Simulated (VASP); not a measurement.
Si:

```
Si
1.0
     2.66225   -0.03624   -0.00683
    -1.36251    2.23176    0.04190
    -0.00643    0.04182    2.48776
Si
1
Direct
  0.00000 0.00000 0.00000
```

| Item | Value |
| --- | --- |
| Program | VASP 6.6.1 |
| Task | relaxation of cell and atoms |
| Functional | PBEsol-based global hybrid with 25 % exact exchange |
| Potentials or basis | VASP PAW PBE potentials, release 64 (Si) |
| Cutoff | 600 eV |
| k mesh | 6 × 6 × 6 |
| Occupations | fermi-dirac, width 0.05 eV |
| Spin | no spin polarisation |

At the start: pressure -0.8 GPa; volume 14.65 Å³/atom.

Problem. Where does the relaxation end?

Solution. Over 9 steps the energy falls by 40.4 meV/atom and the volume is 14.70 Å³/atom (+0.3 %); space group C2/m (No. 12, to 0.1 Å) before, Cmmm (No. 65, to 0.1 Å).

Step by step:
| step | energy change (eV) | largest force (eV/Å) | pressure (GPa) | volume (Å³) |
| --- | --- | --- | --- | --- |
| 1 | 0.0000 | 0.0000 | -0.78 | 14.65 |
| 2 | -0.0276 | 0.0000 | 3.00 | 14.47 |
| 3 | -0.0374 | 0.0000 | 1.53 | 14.53 |
| 4 | -0.0370 | 0.0000 | -0.51 | 14.79 |
| 5 | -0.0402 | 0.0000 | 0.45 | 14.66 |
| 6 | -0.0404 | 0.0000 | -0.26 | 14.73 |
| 7 | -0.0404 | 0.0000 | -0.02 | 14.70 |
| 8 | -0.0404 | 0.0000 | 0.00 | 14.70 |
| 9 | -0.0404 | 0.0000 | 0.01 | 14.70 |

Final structure:
```
Si
1.0
     2.76560   -0.04083   -0.01833
    -1.42078    2.17905    0.01849
    -0.01818    0.00872    2.46336
Si
1
Direct
  0.00000 0.00000 0.00000
```

Caveat: the k points lie up to 0.46 Å⁻¹ apart in the final cell, too coarse for converged energies and pressures of a metal; the PAW data sets were made with another functional, which shifts forces and pressure a little.
